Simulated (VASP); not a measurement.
Crystal: LiF.

```
Li F
1.0
     3.08101    0.00000    0.00000
    -1.54051    2.66824    0.00000
     0.00000    0.00000    4.78534
Li F
2 2
Direct
  0.33333 0.66667 0.99257
  0.66667 0.33333 0.49257
  0.33333 0.66667 0.38243
  0.66667 0.33333 0.88243
```

Base run:

| Quantity | Value |
| --- | --- |
| Program | VASP 6.6.1 |
| Functional | r2SCAN |
| Potentials or basis | VASP PAW PBE potentials, release 64 (Li_sv, F) |
| Cutoff | 520 eV |
| k mesh | 6 × 6 × 4 |
| Occupations | gaussian, width 0.01 eV |
| Spin | no spin polarisation |

Its results: band gap on the k mesh 8.68 eV, direct; largest force 0.003 eV/Å.

**Question.** The run is repeated on the same cell with these changes: functional from r2SCAN to HSE06; k mesh from 6 × 6 × 4 to 6 × 6 × 2. What comes out?

**Answer.** Band gap on the k mesh 10.00 eV, direct; largest force 0.004 eV/Å.

Several settings changed at once, so the effect can't be laid on one alone.

Caveats: some runs use coarse meshes; the PAW data sets were made with another functional, which shifts forces and pressure a little.

A k mesh can miss the band edges.
